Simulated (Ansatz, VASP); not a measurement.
# TiAl3: VASP beside Ansatz

```xyz
4
Lattice="3.9557 0.0000 0.0000 0.0000 3.9557 0.0000 0.0000 0.0000 3.9557" Properties=species:S:1:pos:R:3 pbc="T T T"
Ti    0.0000    0.0000    0.0000
Al    1.9778    1.9778    0.0000
Al    1.9778    0.0000    1.9778
Al    0.0000    1.9778    1.9778
```

Alike in both runs: task single point; functional PBE; k mesh 4 × 4 × 4; occupations gaussian, width 0.1 eV; no spin polarisation.

|  | VASP | Ansatz |
| --- | --- | --- |
| version | VASP 6.6.1 | Ansatz 0.2.0 |
| potentials or method | VASP PAW PBE potentials, release 64 (Ti_sv, Al), cutoff 520 eV | scalar-relativistic, plane waves, PAW |
| valence electrons in the cell | 21 | 21 |

```csv
,VASP,Ansatz,Ansatz less VASP
gap on the k mesh at the Fermi level (eV),none,none,-
pressure (GPa),2.1,2.1,-0.01
```

A gap of «none» marks a metal or a gap that the smearing closes.

The k mesh is coarse, so the values compare programs but aren't converged.
